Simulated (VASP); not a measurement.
Here is a VASP 6.6.1 calculation.

File INCAR:

```
PREC = Accurate
ENCUT = 520
EDIFF = 1E-6
ISMEAR = 0
SIGMA = 0.013000000000000001
LREAL = False
LASPH = True
NELM = 100
ALGO = Normal
ISIF = 2
LWAVE = False
LCHARG = False
GGA = PE
NBANDS = 26
```

The input KPOINTS:

```
Automatic mesh
0
Gamma
  9 9 5
```

Contents of POSCAR:

```
ZnO
1.0
    3.2493080000      0.0000000000      0.0000000000
   -1.6246540000      2.8139832727      0.0000000000
    0.0000000000      0.0000000000      5.2057090000
Zn O
2 2
Direct
    0.6666666667      0.3333333333      0.0000000000
    0.3333333333      0.6666666667      0.5000000000
    0.3333333333      0.6666666667      0.8790100000
    0.6666666667      0.3333333333      0.3790100000
```

Potentials or basis: VASP PAW PBE potentials, release 64 (Zn, O).

Run with:

```bash
$ cat potpaw_PBE.64/Zn/POTCAR potpaw_PBE.64/O/POTCAR > POTCAR
$ mpirun -np 1 vasp_std > vasp.out
```

Estimate the pressure.

6.0 GPa.

What does it give for the largest force?

0.074 eV/Å.

What does it give for the band gap on the k mesh?

0.79 eV, direct.

Forces in eV/Å, atoms in the order of the input:
```
Zn   0.000  0.000 -0.074
Zn   0.000  0.000 -0.074
O    0.000  0.000  0.074
O    0.000  0.000  0.074
```

A hybrid or GW would open this gap; PBE tends to underestimate it.
